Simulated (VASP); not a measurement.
# V: electric field gradients with r2SCAN

The system is V.

```
V
1.0
     0.00000    1.89500    1.89500
     1.89500    0.00000    1.89500
     1.89500    1.89500    0.00000
V
1
Cartesian
  0.0000 0.0000 0.0000
```

This isn't the form of V at room conditions, which is bcc.

```yaml
Program: VASP 6.6.1
Task: electric field gradients
Functional: r2SCAN
Potentials_or_basis: VASP PAW PBE potentials, release 64 (V_sv)
Cutoff: 520 eV
k_mesh: 16 × 16 × 16
Occupations: fermi-dirac, width 0.05 eV
Spin: collinear spin, ferromagnetic start
Starting_moments: "[1.5] μB"
Dipole_correction: no
Further_INCAR_settings: ALGO = Normal; EDIFF = 1e-08; NBANDS = 16
```

| Property | Result |
| --- | --- |
| Pressure | 2.2 GPa |
| Net moment | 0.00 μB per cell |
| Largest electric field gradient by atom | zero within the noise of the run |
| Valence electrons inside the program's atomic spheres | V 11.59 |

Levels at points of the mesh, in eV from the Fermi level:
Spin up:
| k point | band 2 | band 3 | band 4 | band 5 | band 6 | band 7 | band 8 | band 9 | band 10 | band 11 |
| --- | --- | --- | --- | --- | --- | --- | --- | --- | --- | --- |
| (0.00, 0.00, 0.00) | -38.87 | -38.87 | -38.87 | -7.39 | 0.17 | 0.17 | 0.17 | 2.19 | 2.19 | 18.27 |
| (0.50, 0.00, 0.00) | -39.78 | -38.99 | -38.99 | -3.61 | 0.13 | 0.13 | 0.65 | 3.32 | 3.32 | 9.58 |
| (0.50, 0.50, 0.00) | -39.72 | -39.19 | -39.19 | -3.68 | -2.86 | 3.40 | 3.47 | 3.57 | 3.57 | 12.38 |
Spin down:
| k point | band 2 | band 3 | band 4 | band 5 | band 6 | band 7 | band 8 | band 9 | band 10 | band 11 |
| --- | --- | --- | --- | --- | --- | --- | --- | --- | --- | --- |
| (0.00, 0.00, 0.00) | -38.87 | -38.87 | -38.87 | -7.39 | 0.17 | 0.17 | 0.17 | 2.19 | 2.19 | 18.27 |
| (0.50, 0.00, 0.00) | -39.78 | -38.99 | -38.99 | -3.61 | 0.13 | 0.13 | 0.65 | 3.32 | 3.32 | 9.58 |
| (0.50, 0.50, 0.00) | -39.72 | -39.19 | -39.19 | -3.68 | -2.86 | 3.40 | 3.47 | 3.57 | 3.57 | 12.38 |

Run time: 2 min on 1 thread of Intel(R) Xeon(R) 6975P-C (Granite Rapids) (shared host), peak memory 0.16 GiB.

Caveat: the PAW data sets were made with another functional, which shifts forces and pressure a little.
